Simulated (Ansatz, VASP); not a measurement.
**One calculation of C, two programs**

```
C
1.0
     2.47000    0.00000    0.00000
    -1.23500    2.13908    0.00000
     0.00000    0.00000    6.79000
C
4
Direct
  0.00000 0.00000 0.00000
  0.00000 0.00000 0.50000
  0.33333 0.66667 0.00500
  0.66667 0.33333 0.50500
```

Alike in both runs: task relaxation of cell and atoms; functional PBEsol; k mesh 14 × 14 × 6; occupations fermi-dirac, width 0.1 eV; no spin polarisation.

|  | VASP | Ansatz |
| --- | --- | --- |
| version | VASP 6.6.1 | Ansatz 0.2.0 |
| potentials or method | VASP PAW PBE potentials, release 64 (C_h) | PAW with Ansatz's default frozen-core files, scalar-relativistic |
| plane-wave cutoff (eV) | 910 | 420 |
| valence electrons in the cell | 16 | 16 |

```csv
,VASP,Ansatz,Ansatz less VASP
relaxed volume (Å³/atom),9.16,9.49,+0.322
relaxed cell length with the largest relative difference (Å),7.001,7.247,+0.2460
```

VASP's potentials were made for PBE, not for PBEsol.

Noted on VASP's run: the cutoff is short for stress, so the pressure is rough.
